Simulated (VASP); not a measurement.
# Be2C: single point with PBEsol

The system is Be2C.

```xyz
3
Lattice="0.0000 2.2075 2.2075 2.2075 0.0000 2.2075 2.2075 2.2075 0.0000" Properties=species:S:1:pos:R:3 pbc="T T T"
Be    1.1037    1.1037    1.1037
Be    3.3112    3.3112    3.3112
C     0.0000    0.0000    0.0000
```

```json
{"Program": "VASP 6.6.1", "Task": "single point", "Functional": "PBEsol", "Potentials or basis": "VASP PAW PBE potentials, release 64 (Be, C)", "Cutoff": "600 eV", "k mesh": "7 × 7 × 7", "Occupations": "fermi-dirac, width 0.01 eV", "Spin": "no spin polarisation"}
```

| Property | Result |
| --- | --- |
| Pressure | -12.6 GPa |
| Band gap on the k mesh | 1.26 eV, indirect (least direct gap 3.98 eV) |

Levels at points of the mesh, in eV from the valence-band top:
| k point | band 2 | band 3 | band 4 | band 5 | band 6 | band 7 |
| --- | --- | --- | --- | --- | --- | --- |
| (0.00, 0.00, 0.00) | 0.00 | 0.00 | 0.00 | 3.98 | 3.98 | 3.98 |

It took 5.5 s on 1 thread of Intel(R) Xeon(R) Platinum 8559C (Emerald Rapids) (shared host), peak memory 0.15 GiB.

Caveat: the PAW data sets were made with another functional, which shifts forces and pressure a little. A k mesh can miss the band edges.
